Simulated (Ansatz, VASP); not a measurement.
**MnS in VASP and in Ansatz**

```
Mn S
1.0
     0.00000    2.54312    2.54312
     2.54312    0.00000    2.54312
     2.54312    2.54312    0.00000
Mn S
1 1
Direct
  0.00000 0.00000 0.00000
  0.50000 0.50000 0.50000
```

Alike in both runs: task single point; functional PBE; k mesh 12 × 12 × 12; occupations gaussian, width 0.05 eV; collinear spin.

|  | VASP | Ansatz |
| --- | --- | --- |
| version | VASP 6.6.1 | Ansatz 0.2.0 |
| potentials or method | VASP PAW PBE potentials, release 64 (Mn_pv, S), cutoff 520 eV | scalar-relativistic, plane waves, PAW |
| valence electrons in the cell | 19 | 21 |

```csv
,VASP,Ansatz,Ansatz less VASP
gap on the k mesh at the Fermi level (eV),none,none,-
pressure (GPa),0.0,0.0,-0.04
net moment per atom (μB),2.22,2.22,-0.001
size of the moment on the site where the two differ most (μB),4.07,3.99,-0.080
```

Site moments also hang on the region over which each program counts them. A gap of «none» marks a metal or a gap that the smearing closes. With one functional, cell and mesh, what is left measures potentials, basis and numerics. VASP's potentials hold 19 valence electrons a cell and Ansatz's 21, so a difference there can come from the potentials and not from the codes.
